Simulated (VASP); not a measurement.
# SnSe (P4mm) in VASP: further runs

The runs below take SnSe through single point, with LDA.

All numbers are computed with VASP 6.6.1; they aren't measurements. Logs are shortened: lines on timing, memory, paths and dates and some standing lists are left out, and cuts for length are marked.

### 1 The cell of the first run

It takes space group P4mm (No. 99, tetragonal). The conventional cell has a = 5.893 Å, b = 5.893 Å, c = 5.893 Å, α = 90.00°, β = 90.00°, γ = 90.00°. Within 3.9 Å of Sn (site symmetry 2mm) lie 6 Se at 2.95 Å. Within 3.8 Å of Sn (site symmetry 4mm) lie 6 Se at 2.89 to 3.01 Å. Sn (site symmetry 4mm) has 6 Se at 2.95 Å within 3.9 Å. Se (site symmetry 4mm) has 6 Sn at 2.89 to 3.01 Å within 3.8 Å. Within 3.9 Å of Se (site symmetry 4mm) lie 6 Sn at 2.95 Å. Se (site symmetry 2mm) has 6 Sn at 2.95 Å within 3.9 Å.

### 2 Single point, LDA (atom 5 (Se) moved -0.060 Å along Cartesian [0 0 1])

Contents of INCAR:

```
SYSTEM = SnSe
PREC = Accurate ; ENCUT = 520
EDIFF = 1E-6 ; ISMEAR = 0
SIGMA = 0.05 ; LREAL = .False.
LASPH = .True. ; NELM = 100
ALGO = Normal ; ISIF = 2
LWAVE = .False. ; LCHARG = .False.
GGA = CA ; NBANDS = 50
```

Contents of KPOINTS:

```
Automatic mesh
0
Gamma
  6 6 6
  0 0 0
```

Contents of POSCAR:

```
SnSe
1.0
    5.8932955401      0.0000000000      0.0000000000
    0.0000000000     -5.8932955401      0.0000000000
    0.0000000000      0.0000000000     -5.8932955401
Sn Se
4 4
Direct
    0.0000000000      0.0000000000      0.0000000000
    0.5000000000      0.5000000000      0.0000000000
    0.5000000000      0.0000000000      0.5000000000
    0.0000000000      0.5000000000      0.5000000000
    0.5000000000      0.0000000000      0.0101810608
    0.0000000000      0.5000000000      0.0000000000
    0.0000000000      0.0000000000      0.5000000000
    0.5000000000      0.5000000000      0.5000000000
```

Potentials or basis: VASP PAW LDA potentials, release 64 (Sn_d, Se).

Started as:

```sh
cat potpaw_LDA.64/Sn_d/POTCAR potpaw_LDA.64/Se/POTCAR > POTCAR
mpirun -np 1 vasp_std > vasp.out
```

OUTCAR:

```text
SYSTEM = SnSe
   PREC = Accurate
   ENCUT = 520
   EDIFF = 1E-6
   ISMEAR = 0
   LREAL = .False.
   LASPH = .True.
   NELM = 100
   ISIF = 2
   GGA = CA

 ion  position               nearest neighbor table
   1  0.000  0.000  0.000-   6 2.95   7 2.95   7 2.95   6 2.95   5 2.95   5 2.95
   2  0.500  0.500  0.000-   6 2.95   8 2.95   8 2.95   6 2.95   5 2.95   5 2.95
   3  0.500  0.000  0.500-   5 2.89   7 2.95   8 2.95   8 2.95   7 2.95   5 3.01
   4  0.000  0.500  0.500-   6 2.95   7 2.95   8 2.95   6 2.95   7 2.95   8 2.95
   5  0.500  0.000  0.010-   3 2.89   2 2.95   1 2.95   2 2.95   1 2.95   3 3.01
   6  0.000  0.500  0.000-   1 2.95   2 2.95   4 2.95   4 2.95   1 2.95   2 2.95
   7  0.000  0.000  0.500-   1 2.95   3 2.95   4 2.95   1 2.95   4 2.95   3 2.95
   8  0.500  0.500  0.500-   2 2.95   3 2.95   4 2.95   2 2.95   3 2.95   4 2.95

  LATTYP: Found a simple cubic cell.
 ALAT       =     5.8932955401

  Lattice vectors:

 A1 = (   5.8932955401,   0.0000000000,   0.0000000000)
 A2 = (   0.0000000000,  -5.8932955401,   0.0000000000)
 A3 = (   0.0000000000,   0.0000000000,  -5.8932955401)

Analysis of symmetry for initial positions (statically):
=====================================================================
 Subroutine PRICEL returns:
 Original cell was already a primitive cell.

 Routine SETGRP: Setting up the symmetry group for a
 simple cubic supercell.

 Subroutine GETGRP returns: Found  8 space group operations
 (whereof  4 operations were pure point group operations)
 out of a pool of 48 trial point group operations.

The static configuration has the point symmetry C_2v.
 The point group associated with its full space group is C_4v.

Analysis of symmetry for dynamics (positions and initial velocities):
=====================================================================
 Subroutine PRICEL returns:
 Original cell was already a primitive cell.

 Routine SETGRP: Setting up the symmetry group for a
 simple cubic supercell.

 Subroutine GETGRP returns: Found  8 space group operations
 (whereof  4 operations were pure point group operations)
 out of a pool of 48 trial point group operations.

The dynamic configuration has the point symmetry C_2v.
 The point group associated with its full space group is C_4v.

 Subroutine INISYM returns: Found  8 space group operations
 (whereof  4 operations are pure point group operations),
 and found     1 'primitive' translations

----------------------------------------------------------------------------------------

                                     Primitive cell

  volume of cell :     204.6796

  direct lattice vectors                    reciprocal lattice vectors
     5.893295540  0.000000000  0.000000000     0.169684346  0.000000000  0.000000000
     0.000000000 -5.893295540  0.000000000     0.000000000 -0.169684346  0.000000000
     0.000000000  0.000000000 -5.893295540     0.000000000  0.000000000 -0.169684346

  length of vectors
     5.893295540  5.893295540  5.893295540     0.169684346  0.169684346  0.169684346

  position of ions in fractional coordinates (direct lattice)
     0.000000000  0.000000000  0.000000000
     0.500000000  0.500000000  0.000000000
     0.500000000  0.000000000  0.500000000
     0.000000000  0.500000000  0.500000000
     0.500000000  0.000000000  0.010181061
     0.000000000  0.500000000  0.000000000
     0.000000000  0.000000000  0.500000000
     0.500000000  0.500000000  0.500000000

  ion indices of the primitive-cell ions
   primitive index   ion index
                 1           1
                 2           2
                 3           3
                 4           4
                 5           5
                 6           6
                 7           7
                 8           8

----------------------------------------------------------------------------------------

 KPOINTS: Automatic mesh

Automatic generation of k-mesh.
 Grid dimensions read from file:
 generate k-points for:    6    6    6

 Generating k-lattice:

  Cartesian coordinates                     Fractional coordinates (reciprocal lattice)
     0.028280724  0.000000000  0.000000000     0.166666667  0.000000000  0.000000000
     0.000000000 -0.028280724  0.000000000     0.000000000  0.166666667  0.000000000
     0.000000000  0.000000000 -0.028280724     0.000000000  0.000000000  0.166666667

  Length of vectors
     0.028280724  0.028280724  0.028280724

  Shift w.r.t. Gamma in fractional coordinates (k-lattice)
     0.000000000  0.000000000  0.000000000

 Subroutine IBZKPT returns following result:
 ===========================================

 Found     40 irreducible k-points:

 Following reciprocal coordinates:
            Coordinates               Weight
  0.000000  0.000000  0.000000      1.000000
  0.166667  0.000000  0.000000      4.000000
  0.000000  0.000000  0.166667      2.000000
  0.333333  0.000000  0.000000      4.000000
  0.000000  0.000000  0.333333      2.000000
  0.500000  0.000000  0.000000      2.000000
[... 16 lines left out ...]
  0.166667  0.166667  0.166667      8.000000
  0.333333  0.166667  0.166667     16.000000
 [... further k-points ...]
   k-points           NKPTS =     40   k-points in BZ     NKDIM =     40   number of bands    NBANDS=     50
   number of dos      NEDOS =    301   number of ions     NIONS =      8
   total plane-waves  NPLWV = 110592
   dimension x,y,z NGX =    48 NGY =   48 NGZ =   48
   dimension x,y,z NGXF=    96 NGYF=   96 NGZF=   96
   ions per type =               4   4
   NGX,Y,Z   is equivalent  to a cutoff of  13.54, 13.54, 13.54 a.u.
   NGXF,Y,Z  is equivalent  to a cutoff of  27.08, 27.08, 27.08 a.u.
 SYSTEM =  SnSe
   PREC   = accura    normal or accurate (medium, high low for compatibility)
   ISTART =      0    job   : 0-new  1-cont  2-samecut
   ICHARG =      2    charge: 1-file 2-atom 10-const
   ISPIN  =      1    spin polarized calculation?
   LNONCOLLINEAR =      F non collinear calculations
   LSORBIT =      F    spin-orbit coupling
   LASPH  =      T    aspherical Exc in radial PAW
   ENCUT  =  520.0 eV  38.22 Ry    6.18 a.u.  10.96 10.96 10.96*2*pi/ulx,y,z
   NELM   =    100;   NELMIN=  2; NELMDL= -5     # of ELM steps
   EDIFF  = 0.1E-05   stopping-criterion for ELM
   LREAL  =      F    real-space projection
   EDIFFG = 0.1E-04   stopping-criterion for IOM
   NSW    =      0    number of steps for IOM
   IBRION =     -1    ionic relax: 0-MD 1-quasi-New 2-CG
   NFREE  =      0    steps in history (QN), initial steepest desc. (CG)
   ISIF   =      2    stress and relaxation
   ISYM   =      2    0-nonsym 1-usesym 2-fastsym
   POTIM  = 0.5000    time-step for ionic-motion
   TEBEG  =    0.0;   TEEND  =   0.0 temperature during run
   PSTRESS=    0.0 pullay stress
   NELECT =      80.0000    total number of electrons
   NUPDOWN=      -1.0000    fix difference up-down
   EMIN   =  10.00;   EMAX   =-10.00  energy-range for DOS
   EFERMI =   0.00;   METHOD = LEGACY
   ISMEAR =     0;   SIGMA  =   0.05  broadening in eV -4-tet -1-fermi 0-gaus
   EFERMI_NEDOS =   21; number of points for ismear=-14 and -15
   IALGO  =     38    algorithm
   IMIX   =      4    mixing-type and parameters
     AMIX     =   0.40;   BMIX     =  1.00
     AMIX_MAG =   1.60;   BMIX_MAG =  1.00
  volume/ion in A,a.u.               =      25.58       172.66
  Fermi-wavevector in a.u.,A,eV,Ry     =   1.196961  2.261928 19.493274  1.432715
  Thomas-Fermi vector in A             =   2.332888
   LORBIT       =      0    0 simple, 1 ext, 2 COOP (PROOUT), +10 PAW based schemes
   GGA     = CA    functional components
   LHFCALC =     F    Hartree Fock is set to
   AEXX    =    0.0000 exact exchange contribution
   IVDW    =     0    specifies the selected vdW correction
   LEPSILON=     F    determine dielectric tensor
   LRPA    =     F    only Hartree local field effects (RPA)
 non-spin polarized calculation
 Gauss-broadening in eV      SIGMA  =   0.05
  energy-cutoff  :      520.00
  volume of cell :      204.68
 maximum number of plane-waves:      5548
 NGX is ok and might be reduce to    48
   NGX = 21   NGY = 21   NGZ = 21

 number of electron      79.9999966 magnetization

 Free energy of the ion-electron system (eV)
  ---------------------------------------------------
  ext. energy  EPLUGINS =         0.00000000
  ---------------------------------------------------
  free energy    TOTEN  =       -37.99865664 eV

  energy without entropy =      -37.99865338  energy(sigma->0) =      -37.99865501

 E-fermi :   6.3137     XC(G=0): -10.1660

 val. band max:        6.1875013646   @ k =   0.3333   0.5000   0.5000
 cond. band min:       6.4352980773   @ k =   0.3333   0.5000   0.5000
 fundamental gap:      0.2477967128
 Fermi energy:         6.3137457456

 k-point     1 :       0.0000    0.0000    0.0000
  band No.  band energies     occupation
      1     -15.3668      2.00000
      2     -15.3654      2.00000
      3     -15.3644      2.00000
      4     -15.3290      2.00000
      5     -15.3285      2.00000
      6     -15.3285      2.00000
[... 42 lines left out ...]
     49      11.7877      0.00000
     50      11.7915      0.00000

 k-point     2 :       0.1667    0.0000    0.0000
  band No.  band energies     occupation
      1     -15.3637      2.00000
      2     -15.3626      2.00000
      3     -15.3612      2.00000
      4     -15.3279      2.00000
      5     -15.3269      2.00000
      6     -15.3264      2.00000
[... 42 lines left out ...]
     49      11.3996      0.00000
     50      11.6276      0.00000

 k-point     3 :       0.0000    0.0000    0.1667
  band No.  band energies     occupation
      1     -15.3642      2.00000
      2     -15.3618      2.00000
      3     -15.3615      2.00000
      4     -15.3285      2.00000
      5     -15.3264      2.00000
      6     -15.3264      2.00000
[... 1102 lines left out ...]
     49      10.5843      0.00000
     50      10.8432      0.00000

 k-point    24 :       0.3333    0.1667    0.1667
  band No.  band energies     occupation
      1     -15.3521      2.00000
      2     -15.3511      2.00000
      3     -15.3486      2.00000
      4     -15.3315      2.00000
      5     -15.3258      2.00000
      6     -15.3234      2.00000
[... 42 lines left out ...]
     49      10.1189      0.00000
     50      10.1638      0.00000

 [... further k-points ...]

------------------------ aborting loop because EDIFF is reached ----------------------------------------

  FORCE on cell =-STRESS in cart. coord.  units (eV):
  Direction    XX          YY          ZZ          XY          YZ          ZX
  --------------------------------------------------------------------------------------
  -------------------------------------------------------------------------------------
  Total        0.2132966      0.2132966      0.2732328      0.0000000      0.0000000      0.0000000
  in kB        1.6696288      1.6696288      2.1387928      0.0000000      0.0000000      0.0000000
  external PRESSURE =       1.8260168 kB  Pullay stress =       0.0000000 kB

 VOLUME and BASIS-vectors are now :
 -----------------------------------------------------------------------------
  energy-cutoff  :      520.00
  volume of cell :      204.68
      direct lattice vectors                 reciprocal lattice vectors
     5.893295540  0.000000000  0.000000000     0.169684346  0.000000000  0.000000000
     0.000000000 -5.893295540  0.000000000     0.000000000 -0.169684346  0.000000000
     0.000000000  0.000000000 -5.893295540     0.000000000  0.000000000 -0.169684346

 POSITION                                       TOTAL-FORCE (eV/Angst)
 -----------------------------------------------------------------------------------
      0.00000      0.00000      0.00000         0.000000      0.000000     -0.006659
      2.94665     -2.94665      0.00000         0.000000      0.000000     -0.006659
      2.94665      0.00000     -2.94665         0.000000      0.000000     -0.021176
      0.00000     -2.94665     -2.94665         0.000000      0.000000      0.007043
      2.94665      0.00000     -0.06000         0.000000      0.000000      0.085219
      0.00000     -2.94665      0.00000         0.000000      0.000000     -0.004839
      0.00000      0.00000     -2.94665         0.000000      0.000000     -0.026465
      2.94665     -2.94665     -2.94665         0.000000      0.000000     -0.026465
 -----------------------------------------------------------------------------------
    total drift:                                0.000000     -0.000000      0.000023

  FREE ENERGIE OF THE ION-ELECTRON SYSTEM (eV)
  ---------------------------------------------------
  free  energy   TOTEN  =       -37.9986566375 eV

  energy  without entropy=      -37.9986533799  energy(sigma->0) =      -37.99865501
```

Wall time 3.9 min (1 thread of AMD EPYC 9R45 (Zen 5), shared host); peak memory 0.42 GiB.

Results:

| Item | Value |
| --- | --- |
| Free energy | -37.9987 eV |
| Pressure | 0.2 GPa |
| Largest force | 0.085 eV/Å |
| Band gap on the k mesh | 0.25 eV |

Forces on the atoms (eV/Å):
```
Sn   0.000  0.000 -0.007
Sn   0.000  0.000 -0.007
Sn   0.000  0.000 -0.021
Sn   0.000  0.000  0.007
Se   0.000  0.000  0.085
Se   0.000  0.000 -0.005
Se   0.000  0.000 -0.026
Se   0.000  0.000 -0.026
```

Levels at points of the mesh, in eV from the valence-band top:
```
           k point  band 36  band 37  band 38  band 39  band 40  band 41  band 42  band 43  band 44  band 45
(0.00, 0.00, 0.00)    -3.95    -3.95    -2.37    -2.37    -2.37     2.75     2.75     2.75     4.44     4.44
(0.50, 0.00, 0.00)    -3.25    -1.81    -1.80    -0.81    -0.80     1.44     1.44     2.19     2.20     3.67
(0.00, 0.00, 0.50)    -3.23    -1.86    -1.75    -0.80    -0.80     1.43     1.44     2.12     2.29     3.68
(0.50, 0.50, 0.00)    -2.25    -0.65    -0.65    -0.65    -0.64     1.23     1.24     1.24     1.24     1.68
(0.00, 0.50, 0.50)    -2.21    -0.69    -0.68    -0.61    -0.60     1.18     1.18     1.27     1.29     1.63
(0.50, 0.50, 0.50)    -2.10    -0.16    -0.16    -0.16    -0.16     0.74     0.75     0.75     0.75     1.12
```

Caveat: the cell differs from its parent crystal (atom 5 (Se) moved -0.060 Å along Cartesian [0 0 1]); spin-orbit coupling is left out, which moves the levels of the heavy elements.

### 3 Single point, LDA (atom 5 (Se) moved +0.040 Å along Cartesian [0 0 1])

Contents of INCAR:

```
PREC     = Accurate       # precision mode
ENCUT    = 520            # plane-wave cutoff, eV
EDIFF    = 1E-7           # SCF threshold, eV
ISMEAR   = 0              # smearing method
SIGMA    = 0.05           # smearing width, eV
LREAL    = F              # projectors in reciprocal space
LASPH    = T              # aspherical terms in the spheres
NELM     = 80             # most SCF steps
ALGO     = Normal         # electronic algorithm
ISIF     = 2              # what is computed and relaxed
LWAVE    = F              # write WAVECAR
LCHARG   = F              # write CHGCAR
NBANDS   = 50             # bands
```

Contents of KPOINTS:

```
regular mesh
0
Gamma
  6 6 6
```

POSCAR, as its differences from that of step 2:

```diff
@@ -12,3 +12,3 @@
     0.0000000000      0.5000000000      0.5000000000
-    0.5000000000      0.0000000000      0.0101810608
+    0.5000000000      0.0000000000     -0.0067873738
     0.0000000000      0.5000000000      0.0000000000
```

Potentials or basis: VASP PAW LDA potentials, release 64 (Sn_d, Se).

Started as:

```sh
cat potpaw_LDA.64/Sn_d/POTCAR potpaw_LDA.64/Se/POTCAR > POTCAR
mpirun -np 1 vasp_std > vasp.out
```

It took 4.2 min on 1 thread of AMD EPYC 9R45 (Zen 5), shared host; peak memory 0.42 GiB.

Results (log left out):

| Item | Value |
| --- | --- |
| Free energy | -38.0001 eV |
| Pressure | 0.2 GPa |
| Largest force | 0.055 eV/Å |
| Band gap on the k mesh | 0.27 eV |

Forces in eV/Å, atoms in the order of the input:
```
Sn   0.000  0.000  0.004
Sn   0.000  0.000  0.004
Sn   0.000  0.000  0.013
Sn   0.000  0.000 -0.005
Se   0.000  0.000 -0.055
Se   0.000  0.000  0.003
Se   0.000  0.000  0.018
Se   0.000  0.000  0.018
```

Levels at points of the mesh, in eV from the valence-band top:
```
           k point  band 37  band 38  band 39  band 40  band 41  band 42  band 43  band 44
(0.00, 0.00, 0.00)    -3.94    -2.36    -2.36    -2.36     2.76     2.76     2.76     4.45
(0.50, 0.00, 0.00)    -1.80    -1.79    -0.80    -0.80     1.45     1.45     2.20     2.20
(0.00, 0.00, 0.50)    -1.83    -1.76    -0.80    -0.79     1.45     1.45     2.15     2.26
(0.50, 0.50, 0.00)    -0.64    -0.64    -0.64    -0.63     1.24     1.24     1.24     1.24
(0.00, 0.50, 0.50)    -0.67    -0.66    -0.61    -0.61     1.21     1.21     1.27     1.28
(0.50, 0.50, 0.50)    -0.15    -0.15    -0.15    -0.15     0.76     0.76     0.76     0.76
```

Caveat: the cell differs from its parent crystal (atom 5 (Se) moved +0.040 Å along Cartesian [0 0 1]); spin-orbit coupling is left out, which moves the levels of the heavy elements. A k mesh can miss the band edges.

[end of part 1 of 2]
